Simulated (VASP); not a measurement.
Here is a VASP 6.6.1 calculation.

The input INCAR:

```
SYSTEM = As2Se
ALGO = Normal
EDIFF = 1E-6
EDIFFG = -0.01
ENCUT = 600
GGA = PS
IBRION = 2
ISIF = 3
ISMEAR = 0
IVDW = 13
LASPH = .TRUE.
LCHARG = .FALSE.
LREAL = .FALSE.
LWAVE = .FALSE.
NELM = 80
NSW = 80
PREC = Accurate
SIGMA = 0.1
```

File KPOINTS:

```
k-points
0
G
  8 8 8
  0 0 0
```

File POSCAR:

```
As2Se
1.0
   -3.5294180000      3.5294180000      2.6535710000
    3.5294180000     -3.5294180000      2.6535710000
    3.5294180000      3.5294180000     -2.6535710000
As Se
4 2
Direct
    0.8750000000      0.1250000000      0.7500000000
    0.3750000000      0.1250000000      0.2500000000
    0.8750000000      0.6250000000      0.7500000000
    0.8750000000      0.1250000000      0.2500000000
    0.5000000000      0.5000000000      0.0000000000
    0.2500000000      0.7500000000      0.5000000000
```

Potentials or basis: VASP PAW PBE potentials, release 64 (As, Se).

Run with:

```sh
$ cat potpaw_PBE.64/As/POTCAR potpaw_PBE.64/Se/POTCAR > POTCAR
$ mpirun -np 1 vasp_std > vasp.out
```

Problem. Predict the band gap on the k mesh.

Solution. Zero (bands 16 and 17 overlap by 0.42 eV).

Problem. Predict the space group after relaxing (to 0.1 Å).

Solution. I4_1/amd (No. 141).

Final structure:
```cif
data_structure
_symmetry_space_group_name_H-M 'P 1'
_symmetry_Int_Tables_number 1
_cell_length_a 5.5130
_cell_length_b 5.5130
_cell_length_c 5.5130
_cell_angle_alpha 102.972
_cell_angle_beta 102.972
_cell_angle_gamma 123.439
_cell_volume 123.14
loop_
_atom_site_label
_atom_site_type_symbol
_atom_site_fract_x
_atom_site_fract_y
_atom_site_fract_z
_atom_site_occupancy
As1 As 0.87500 0.12500 0.75000 1
As2 As 0.37500 0.12500 0.25000 1
As3 As 0.87500 0.62500 0.75000 1
As4 As 0.87500 0.12500 0.25000 1
Se1 Se 0.50000 0.50000 0.00000 1
Se2 Se 0.25000 0.75000 0.50000 1
```
